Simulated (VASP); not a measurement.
Gd, 2 atoms in the cell. It takes space group P6_3/mmc (No. 194, hexagonal). The conventional cell has a = 3.707 Å, b = 3.707 Å, c = 5.896 Å, α = 90.00°, β = 90.00°, γ = 120.00°. Gd (site symmetry -6m2) has 12 Gd at 3.64 to 3.71 Å within 4.8 Å. 

* Program: VASP 6.6.1
* Task: single point
* Functional: LDA
* Potentials or basis: VASP PAW PBE potentials, release 64 (Gd)
* Cutoff: 520 eV
* k mesh: 8 × 8 × 5
* Occupations: fermi-dirac, width 0.05 eV
* Spin: collinear spin, ferromagnetic start
* Starting moments: [7.0, 7.0] μB
* Dipole correction: no
* Further INCAR settings: ALGO = Normal; EDIFF = 1e-06; NBANDS = 29

Potentials or basis: VASP PAW PBE potentials, release 64 (Gd).

Launch:

```sh
$ cat potpaw_PBE.64/Gd/POTCAR > POTCAR
$ mpirun -np 1 vasp_std > vasp.out
```

Hardware: 1 thread of AMD EPYC 9R45 96-Core Processor (Zen 5) (shared host).

Question: Estimate the wall time of this run.

Answer: Wall time 2.2 min on 1 thread of AMD EPYC 9R45 96-Core Processor (Zen 5), with other jobs on the host, peak memory 0.21 GiB. Counts: scf iterations 29, k points 30.
